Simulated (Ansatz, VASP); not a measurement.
**C in VASP and in Ansatz**

```xyz
8
Lattice="-2.9762 2.9762 1.9180 2.9762 -2.9762 1.9180 2.9762 2.9762 -1.9180" Properties=species:S:1:pos:R:3 pbc="T T T"
C     2.3002    1.4881    2.3975
C     0.6760    1.4881    0.4795
C     1.4881    2.3002    1.4385
C     1.4881    0.6760   -0.4795
C     0.6760    4.4643    0.4795
C     2.3002   -1.4881    2.3975
C     4.4643    0.6760   -0.4795
C    -1.4881    2.3002    1.4385
```

Alike in both runs: functional PBE; k mesh 8 × 8 × 8; occupations gaussian, width 0.1 eV; no spin polarisation.

Ansatz relaxed the structure, and its values are those at the end. VASP's run is a single point on that final structure, the one shown.

|  | VASP | Ansatz |
| --- | --- | --- |
| version | VASP 6.6.1 | Ansatz 0.2.0 |
| potentials or method | VASP PAW PBE potentials, release 64 (C), cutoff 520 eV | scalar-relativistic, plane waves, PAW |
| valence electrons in the cell | 32 | 32 |

Ansatz gave:

* gap on the k mesh at the Fermi level (eV): 2.40
* least direct gap on the mesh (eV): 2.69
* pressure (GPa): -0.1
* rms of the force components (eV/Å): 0.010

**Question.** What did VASP give for the same quantities?

**Answer.** gap on the k mesh at the Fermi level (eV): 2.39; least direct gap on the mesh (eV): 2.69; pressure (GPa): 0.3; rms of the force components (eV/Å): 0.021.
